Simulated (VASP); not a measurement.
A run of VASP 6.6.1 is set up as follows.

The input INCAR:

```
PREC = Accurate ; ENCUT = 690
EDIFF = 1E-6 ; ISMEAR = 0
SIGMA = 0.014 ; LREAL = False
LASPH = True ; NELM = 200
ALGO = Normal ; ISIF = 2
LWAVE = False ; LCHARG = False
ISPIN = 2 ; MAGMOM = 2 2
LORBIT = 11 ; LMAXMIX = 4
GGA = PE ; NBANDS = 28
GGA_COMPAT = False
```

Contents of KPOINTS:

```
regular mesh
0
Gamma
  12 12 7
```

Contents of POSCAR:

```
Co
1.0
    2.4719999032      0.0000000000      0.0000000000
   -1.2359999516      2.1408147143      0.0000000000
    0.0000000000      0.0000000000      4.0211440800
Co
2
Direct
    0.6666666667      0.3333333333      0.7500000000
    0.3333333333      0.6666666667      0.2500000000
```

Potentials or basis: VASP PAW PBE potentials, release 64 (Co_sv).

Command:

```console
$ cat potpaw_PBE.64/Co_sv/POTCAR > POTCAR
$ mpirun -np 1 vasp_std > vasp.out
```

Task: What does it give for the pressure?

Result: 3.4 GPa.

Task: What does it give for the net moment?

Result: 3.22 μB per cell.

Task: What does it give for the site moments?

Result: Co +1.68 μB.

Stress tensor (GPa, compression positive):
```
4.56 0.00 0.00
0.00 4.56 0.00
0.00 0.00 1.12
```

Caveat: the cell stands under pressure.
